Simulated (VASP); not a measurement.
# K3I2Br (P-3m1) in VASP: a series of runs

The runs below take K3I2Br through single point, relaxation of the atoms, with LDA.

Program: VASP 6.6.1. These are calculated values, not measurements. Logs are shortened: lines on timing, memory, paths and dates and some standing lists are left out, and cuts for length are marked.

**1. The cell of the first run**

It takes space group P-3m1 (No. 164, trigonal). Conventional cell: a = 4.829 Å, b = 4.829 Å, c = 10.643 Å, α = 90.00°, β = 90.00°, γ = 120.00°. Within 4.4 Å of K (site symmetry -3m) lie 6 I at 3.36 Å. Within 4.3 Å of K (site symmetry 3m) lie 3 Br at 3.20 Å and 3 I at 3.36 Å and 3 K at 4.20 Å. I (site symmetry 3m) has 7 K at 3.36 to 5.02 Å and 3 Br at 4.43 Å and 9 I at 4.67 to 4.83 Å within 5.1 Å. Within 4.2 Å of Br (site symmetry -3m) lie 6 K at 3.20 Å.

**2. Single point, LDA**

File INCAR:

```
SYSTEM = K3I2Br
PREC = Accurate
ENCUT = 520
EDIFF = 1E-7
ISMEAR = 0
SIGMA = 0.05
LREAL = .False.
LASPH = .True.
NELM = 100
ALGO = Normal
ISIF = 2
LWAVE = .False.
LCHARG = .False.
NBANDS = 33
```

File KPOINTS:

```
regular mesh
0
Gamma
  6 6 2
  0 0 0
```

File POSCAR:

```
K3I2Br
1.0
    4.8288000000      0.0000000000      0.0000000000
   -2.4144000000      4.1818634698      0.0000000000
    0.0000000000      0.0000000000     10.6426000000
K I Br
3 2 1
Direct
    0.0000000000      0.0000000000      0.5000000000
    0.3333333333      0.6666666667      0.1478477333
    0.6666666667      0.3333333333      0.8521522667
    0.3333333333      0.6666666667      0.6762237065
    0.6666666667      0.3333333333      0.3237762935
    0.0000000000      0.0000000000      0.0000000000
```

Potentials or basis: VASP PAW LDA potentials, release 64 (K_sv, I, Br).

The run is started by

```console
$ cat potpaw_LDA.64/K_sv/POTCAR potpaw_LDA.64/I/POTCAR potpaw_LDA.64/Br/POTCAR > POTCAR
$ mpirun -np 1 vasp_std > vasp.out
```

OUTCAR:

```text
SYSTEM = K3I2Br
   PREC = Accurate
   ENCUT = 520
   EDIFF = 1E-7
   ISMEAR = 0
   LREAL = .False.
   LASPH = .True.
   NELM = 100
   ISIF = 2

 ion  position               nearest neighbor table
   1  0.000  0.000  0.500-   4 3.36   5 3.36   5 3.36   4 3.36   5 3.36   4 3.36
   2  0.333  0.667  0.148-   6 3.20   6 3.20   6 3.20   5 3.36   5 3.36   5 3.36
   3  0.667  0.333  0.852-   6 3.20   6 3.20   6 3.20   4 3.36   4 3.36   4 3.36
   4  0.333  0.667  0.676-   3 3.36   3 3.36   3 3.36   1 3.36   1 3.36   1 3.36
   5  0.667  0.333  0.324-   2 3.36   2 3.36   2 3.36   1 3.36   1 3.36   1 3.36
   6  0.000  0.000  0.000-   2 3.20   3 3.20   3 3.20   2 3.20   3 3.20   2 3.20

  LATTYP: Found a hexagonal cell.
 ALAT       =     4.8288000000
 C/A-ratio  =     2.2039844268

  Lattice vectors:

 A1 = (   4.8288000000,   0.0000000000,   0.0000000000)
 A2 = (  -2.4144000000,   4.1818634698,   0.0000000000)
 A3 = (   0.0000000000,   0.0000000000,  10.6426000000)

Analysis of symmetry for initial positions (statically):
=====================================================================
 Subroutine PRICEL returns:
 Original cell was already a primitive cell.

 Routine SETGRP: Setting up the symmetry group for a
 hexagonal supercell.

 Subroutine GETGRP returns: Found 12 space group operations
 (whereof 12 operations were pure point group operations)
 out of a pool of 24 trial point group operations.

The static configuration has the point symmetry D_3d.

Analysis of symmetry for dynamics (positions and initial velocities):
=====================================================================
 Subroutine PRICEL returns:
 Original cell was already a primitive cell.

 Routine SETGRP: Setting up the symmetry group for a
 hexagonal supercell.

 Subroutine GETGRP returns: Found 12 space group operations
 (whereof 12 operations were pure point group operations)
 out of a pool of 24 trial point group operations.

The dynamic configuration has the point symmetry D_3d.

 Subroutine INISYM returns: Found 12 space group operations
 (whereof 12 operations are pure point group operations),
 and found     1 'primitive' translations

----------------------------------------------------------------------------------------

                                     Primitive cell

  volume of cell :     214.9101

  direct lattice vectors                    reciprocal lattice vectors
     4.828800000  0.000000000  0.000000000     0.207090789  0.119563923  0.000000000
    -2.414400000  4.181863470  0.000000000     0.000000000  0.239127845  0.000000000
     0.000000000  0.000000000 10.642600000     0.000000000  0.000000000  0.093962002

  length of vectors
     4.828800000  4.828800000 10.642600000     0.239127845  0.239127845  0.093962002

  position of ions in fractional coordinates (direct lattice)
     0.000000000  0.000000000  0.500000000
     0.333333333  0.666666667  0.147847733
     0.666666667  0.333333333  0.852152267
     0.333333333  0.666666667  0.676223706
     0.666666667  0.333333333  0.323776294
     0.000000000  0.000000000  0.000000000

  ion indices of the primitive-cell ions
   primitive index   ion index
                 1           1
                 2           2
                 3           3
                 4           4
                 5           5
                 6           6

----------------------------------------------------------------------------------------

 KPOINTS: regular mesh

Automatic generation of k-mesh.
 Grid dimensions read from file:
 generate k-points for:    6    6    2

 Generating k-lattice:

  Cartesian coordinates                     Fractional coordinates (reciprocal lattice)
     0.034515131  0.019927320  0.000000000     0.166666667  0.000000000  0.000000000
     0.000000000  0.039854641  0.000000000     0.000000000  0.166666667  0.000000000
     0.000000000  0.000000000  0.046981001     0.000000000  0.000000000  0.500000000

  Length of vectors
     0.039854641  0.039854641  0.046981001

  Shift w.r.t. Gamma in fractional coordinates (k-lattice)
     0.000000000  0.000000000  0.000000000

 Subroutine IBZKPT returns following result:
 ===========================================

 Found     14 irreducible k-points:

 Following reciprocal coordinates:
            Coordinates               Weight
  0.000000  0.000000  0.000000      1.000000
  0.166667 -0.000000  0.000000      6.000000
  0.333333  0.000000  0.000000      6.000000
  0.500000  0.000000  0.000000      3.000000
  0.166667  0.166667  0.000000      6.000000
  0.333333  0.166667  0.000000     12.000000
  0.333333  0.333333  0.000000      2.000000
  0.000000  0.000000  0.500000      1.000000
  0.166667 -0.000000  0.500000      6.000000
  0.333333  0.000000  0.500000      6.000000
  0.500000  0.000000  0.500000      3.000000
  0.166667  0.166667  0.500000      6.000000
  0.333333  0.166667  0.500000     12.000000
  0.333333  0.333333  0.500000      2.000000
   k-points           NKPTS =     14   k-points in BZ     NKDIM =     14   number of bands    NBANDS=     33
   number of dos      NEDOS =    301   number of ions     NIONS =      6
   total plane-waves  NPLWV = 103680
   dimension x,y,z NGX =    36 NGY =   36 NGZ =   80
   dimension x,y,z NGXF=    72 NGYF=   72 NGZF=  160
   ions per type =               3   2   1
   NGX,Y,Z   is equivalent  to a cutoff of  12.39, 12.39, 12.50 a.u.
   NGXF,Y,Z  is equivalent  to a cutoff of  24.79, 24.79, 24.99 a.u.
 SYSTEM =  K3I2Br
   PREC   = accura    normal or accurate (medium, high low for compatibility)
   ISTART =      0    job   : 0-new  1-cont  2-samecut
   ICHARG =      2    charge: 1-file 2-atom 10-const
   ISPIN  =      1    spin polarized calculation?
   LNONCOLLINEAR =      F non collinear calculations
   LSORBIT =      F    spin-orbit coupling
   LASPH  =      T    aspherical Exc in radial PAW
   ENCUT  =  520.0 eV  38.22 Ry    6.18 a.u.   8.98  8.98 19.79*2*pi/ulx,y,z
   NELM   =    100;   NELMIN=  2; NELMDL= -5     # of ELM steps
   EDIFF  = 0.1E-06   stopping-criterion for ELM
   LREAL  =      F    real-space projection
   EDIFFG = 0.1E-05   stopping-criterion for IOM
   NSW    =      0    number of steps for IOM
   IBRION =     -1    ionic relax: 0-MD 1-quasi-New 2-CG
   NFREE  =      0    steps in history (QN), initial steepest desc. (CG)
   ISIF   =      2    stress and relaxation
   ISYM   =      2    0-nonsym 1-usesym 2-fastsym
   POTIM  = 0.5000    time-step for ionic-motion
   TEBEG  =    0.0;   TEEND  =   0.0 temperature during run
   PSTRESS=    0.0 pullay stress
   NELECT =      48.0000    total number of electrons
   NUPDOWN=      -1.0000    fix difference up-down
   EMIN   =  10.00;   EMAX   =-10.00  energy-range for DOS
   EFERMI =   0.00;   METHOD = LEGACY
   ISMEAR =     0;   SIGMA  =   0.05  broadening in eV -4-tet -1-fermi 0-gaus
   EFERMI_NEDOS =   21; number of points for ismear=-14 and -15
   IALGO  =     38    algorithm
   IMIX   =      4    mixing-type and parameters
     AMIX     =   0.40;   BMIX     =  1.00
     AMIX_MAG =   1.60;   BMIX_MAG =  1.00
  volume/ion in A,a.u.               =      35.82       241.71
  Fermi-wavevector in a.u.,A,eV,Ry     =   0.993275  1.877018 13.423451  0.986596
  Thomas-Fermi vector in A             =   2.125146
   LORBIT       =      0    0 simple, 1 ext, 2 COOP (PROOUT), +10 PAW based schemes
   GGA     = CA    functional components
   LHFCALC =     F    Hartree Fock is set to
   AEXX    =    0.0000 exact exchange contribution
   IVDW    =     0    specifies the selected vdW correction
   LEPSILON=     F    determine dielectric tensor
   LRPA    =     F    only Hartree local field effects (RPA)
 non-spin polarized calculation
 Gauss-broadening in eV      SIGMA  =   0.05
  energy-cutoff  :      520.00
  volume of cell :      214.91
 maximum number of plane-waves:      5829
 NGX is ok and might be reduce to    36
   NGX = 17   NGY = 17   NGZ = 39

 number of electron      47.9999998 magnetization

 Free energy of the ion-electron system (eV)
  ---------------------------------------------------
  ext. energy  EPLUGINS =         0.00000000
  ---------------------------------------------------
  free energy    TOTEN  =       -19.08809183 eV

  energy without entropy =      -19.08809183  energy(sigma->0) =      -19.08809183

 E-fermi :   0.1910     XC(G=0):  -8.2841

 val. band max:       -0.0222774428   @ k =   0.0000   0.0000   0.0000
 cond. band min:       3.8483685322   @ k =   0.0000   0.0000   0.0000
 fundamental gap:      3.8706459750
 Fermi energy:         0.1910320621

 k-point     1 :       0.0000    0.0000    0.0000
  band No.  band energies     occupation
      1     -27.9769      2.00000
      2     -27.9652      2.00000
      3     -27.9130      2.00000
      4     -13.1887      2.00000
      5     -11.9818      2.00000
      6     -11.7663      2.00000
[... 25 lines left out ...]
     32       7.2404      0.00000
     33       7.3497      0.00000

 k-point     2 :       0.1667   -0.0000    0.0000
  band No.  band energies     occupation
      1     -27.9753      2.00000
      2     -27.9651      2.00000
      3     -27.9122      2.00000
      4     -13.1958      2.00000
      5     -11.9617      2.00000
      6     -11.8754      2.00000
[... 25 lines left out ...]
     32       7.2318      0.00000
     33       7.3475      0.00000
[... 394 lines left out ...]
     32       7.5841      0.00000
     33       8.0240      0.00000

 k-point    14 :       0.3333    0.3333    0.5000
  band No.  band energies     occupation
      1     -27.9674      2.00000
      2     -27.9674      2.00000
      3     -27.9097      2.00000
      4     -13.2194      2.00000
      5     -11.9377      2.00000
      6     -11.9377      2.00000
[... 25 lines left out ...]
     32       7.4437      0.00000
     33       7.4472      0.00000

------------------------ aborting loop because EDIFF is reached ----------------------------------------

  FORCE on cell =-STRESS in cart. coord.  units (eV):
  Direction    XX          YY          ZZ          XY          YZ          ZX
  --------------------------------------------------------------------------------------
  -------------------------------------------------------------------------------------
  Total        0.5515600      0.5515600      1.3378277      0.0000000      0.0000000     -0.0000000
  in kB        4.1119382      4.1119382      9.9736465      0.0000000      0.0000000     -0.0000000
  external PRESSURE =       6.0658409 kB  Pullay stress =       0.0000000 kB

 VOLUME and BASIS-vectors are now :
 -----------------------------------------------------------------------------
  energy-cutoff  :      520.00
  volume of cell :      214.91
      direct lattice vectors                 reciprocal lattice vectors
     4.828800000  0.000000000  0.000000000     0.207090789  0.119563923  0.000000000
    -2.414400000  4.181863470  0.000000000     0.000000000  0.239127845  0.000000000
     0.000000000  0.000000000 10.642600000     0.000000000  0.000000000  0.093962002

 POSITION                                       TOTAL-FORCE (eV/Angst)
 -----------------------------------------------------------------------------------
      0.00000      0.00000      5.32130        -0.000000      0.000000      0.000000
     -0.00000      2.78791      1.57348        -0.000000      0.000000     -0.002938
      2.41440      1.39395      9.06912        -0.000000      0.000000      0.002938
     -0.00000      2.78791      7.19678        -0.000000     -0.000000      0.001304
      2.41440      1.39395      3.44582         0.000000      0.000000     -0.001304
      0.00000      0.00000      0.00000        -0.000000      0.000000      0.000000
 -----------------------------------------------------------------------------------
    total drift:                               -0.000000     -0.000000     -0.000000

  FREE ENERGIE OF THE ION-ELECTRON SYSTEM (eV)
  ---------------------------------------------------
  free  energy   TOTEN  =       -19.0880918282 eV

  energy  without entropy=      -19.0880918282  energy(sigma->0) =      -19.08809183
```

Run time: 2.8 min. Hardware: 1 thread of Intel Xeon 8259CL, shared host; peak memory 0.3 GiB.

What came out:

| Quantity | Value |
| --- | --- |
| Free energy | -19.0881 eV |
| Pressure | 0.6 GPa |
| Band gap on the k mesh | 3.87 eV |

Forces on the atoms (eV/Å):
```
K    0.000  0.000  0.000
K    0.000  0.000 -0.003
K    0.000  0.000  0.003
I    0.000  0.000  0.001
I    0.000  0.000 -0.001
Br   0.000  0.000  0.000
```

Stress tensor (GPa, compression positive):
```
0.41 0.00 0.00
0.00 0.41 0.00
0.00 0.00 1.00
```

Caveat: spin-orbit coupling is left out, which moves the levels of the heavy elements.

**3. Relaxation of the atoms, LDA**

This run uses another cell than the first one, of 44.12 Å³/atom.

File INCAR:

```
PREC = Accurate ; ENCUT = 520
EDIFF = 1E-7 ; ISMEAR = 0
SIGMA = 0.05 ; LREAL = F
LASPH = T ; NELM = 60
ALGO = Normal ; ISIF = 2
LWAVE = F ; LCHARG = F
IBRION = 2 ; NSW = 50
EDIFFG = -0.01
```

File KPOINTS:

```
Automatic mesh
0
Gamma
  6 6 2
```

File POSCAR:

```
K3I2Br
1.0
    4.9466000000      0.0000000000      0.0000000000
   -2.4733000000      4.2838812624      0.0000000000
    0.0000000000      0.0000000000     12.4935000000
K I Br
3 2 1
Direct
    0.0000000000      0.0000000000      0.5000000000
    0.3333333333      0.6666666667      0.1500969033
    0.6666666667      0.3333333333      0.8499030967
    0.3333333333      0.6666666667      0.6750221222
    0.6666666667      0.3333333333      0.3249778778
    0.0000000000      0.0000000000      0.0000000000
```

Potentials or basis: VASP PAW LDA potentials, release 64 (K_sv, I, Br).

The run is started by

```console
$ cat potpaw_LDA.64/K_sv/POTCAR potpaw_LDA.64/I/POTCAR potpaw_LDA.64/Br/POTCAR > POTCAR
$ mpirun -np 1 vasp_std > vasp.out
```

It took 7.1 min on 1 thread of Intel Xeon Platinum 8259CL at 2.50GHz (Skylake/Cascade Lake), shared host; peak memory 0.37 GiB.

Results (log left out):

| Item | Value |
| --- | --- |
| Free energy | -18.8419 eV |
| Energy gained by relaxing | 0.2 meV/atom |
| Ionic steps | 7 |
| Pressure after relaxing | -1.9 GPa |
| Largest force after relaxing | 0.008 eV/Å |
| Band gap on the k mesh | 3.34 eV |

Forces in eV/Å, atoms in the order of the input:
```
K    0.000  0.000  0.000
K    0.000  0.000  0.001
K    0.000  0.000 -0.001
I    0.000  0.000 -0.008
I    0.000  0.000  0.008
Br   0.000  0.000  0.000
```

Stress tensor (GPa, compression positive):
```
-1.84  0.00  0.00
 0.00 -1.84  0.00
 0.00  0.00 -2.10
```

The path:
| step | energy change (eV) | largest force (eV/Å) | pressure (GPa) |
| --- | --- | --- | --- |
| 1 | 0.0000 | 0.0470 | -1.94 |
| 2 | -0.0002 | 0.0428 | -1.94 |
| 3 | -0.0007 | 0.0298 | -1.93 |
| 4 | -0.0011 | 0.0183 | -1.93 |
| 5 | -0.0011 | 0.0194 | -1.93 |
| 6 | -0.0012 | 0.0167 | -1.93 |
| 7 | -0.0014 | 0.0083 | -1.93 |

Final structure:
```cif
data_structure
_symmetry_space_group_name_H-M 'P 1'
_symmetry_Int_Tables_number 1
_cell_length_a 4.9466
_cell_length_b 4.9466
_cell_length_c 12.4935
_cell_angle_alpha 90.000
_cell_angle_beta 90.000
_cell_angle_gamma 120.000
_cell_volume 264.75
loop_
_atom_site_label
_atom_site_type_symbol
_atom_site_fract_x
_atom_site_fract_y
_atom_site_fract_z
_atom_site_occupancy
K1 K 0.00000 0.00000 0.50000 1
K2 K 0.33333 0.66667 0.15240 1
K3 K 0.66667 0.33333 0.84760 1
I1 I 0.33333 0.66667 0.67439 1
I2 I 0.66667 0.33333 0.32561 1
Br1 Br 0.00000 0.00000 0.00000 1
```

Levels at points of the mesh, in eV from the valence-band top:
```tsv
k point	band 20	band 21	band 22	band 23	band 24	band 25	band 26	band 27	band 28
(0.00, 0.00, 0.00)	-0.26	-0.14	-0.14	0.00	0.00	3.34	4.93	5.00	6.14
(0.50, 0.00, 0.00)	-0.81	-0.53	-0.49	-0.29	-0.29	4.81	5.42	5.42	5.55
(0.00, 0.00, 0.50)	-0.54	-0.13	-0.13	-0.02	-0.02	3.86	4.08	5.27	5.92
(0.50, 0.00, 0.50)	-0.89	-0.56	-0.48	-0.29	-0.29	5.12	5.20	5.24	5.68
```

Caveat: spin-orbit coupling is left out, which moves the levels of the heavy elements.
